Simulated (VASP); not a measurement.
A run of VASP 6.6.1 is set up as follows.

File INCAR:

```
SYSTEM = K2S
PREC = Accurate
ENCUT = 500
EDIFF = 1E-7
ISMEAR = -1
SIGMA = 0.02
LREAL = .FALSE.
LASPH = .TRUE.
NELM = 120
ALGO = Normal
ISIF = 3
LWAVE = .FALSE.
LCHARG = .FALSE.
IBRION = 2
NSW = 80
EDIFFG = -0.005
GGA_COMPAT = .FALSE.
NELMIN = 4
```

The input KPOINTS:

```
regular mesh
0
G
  6 6 6
  0 0 0
```

Contents of POSCAR:

```
K2S
1.0
    0.0000000000      3.7310389449      3.7310389449
    3.7310389449      0.0000000000      3.7310389449
    3.7310389449      3.7310389449      0.0000000000
K S
2 1
Direct
    0.7500000000      0.7500000000      0.7500000000
    0.2500000000      0.2500000000      0.2500000000
    0.0000000000      0.0000000000      0.0000000000
```

Potentials or basis: VASP PAW LDA potentials, release 64 (K_sv, S).

Run with:

```console
$ cat potpaw_LDA.64/K_sv/POTCAR potpaw_LDA.64/S/POTCAR > POTCAR
$ mpirun -np 1 vasp_std > vasp.out
```

What does it give for the band gap on the k mesh?

2.31 eV (least direct gap 2.61 eV).

Estimate the space group after relaxing (to 0.1 Å).

Fm-3m (No. 225).

What does it give for the relaxed volume?

31.09 Å³/atom.

Predict the relaxed cell.

a = 5.090 Å, b = 5.090 Å, c = 5.090 Å, α = 60.00°, β = 60.00°, γ = 60.00°.

Step by step:
| step | energy change (eV) | largest force (eV/Å) | pressure (GPa) | volume (Å³) |
| --- | --- | --- | --- | --- |
| 1 | 0.0000 | 0.0000 | -2.01 | 103.88 |
| 2 | -0.0602 | 0.0000 | -0.95 | 97.49 |
| 3 | -0.0731 | 0.0000 | -0.08 | 93.59 |
| 4 | -0.0732 | 0.0000 | 0.01 | 93.26 |

A k mesh can miss the band edges.
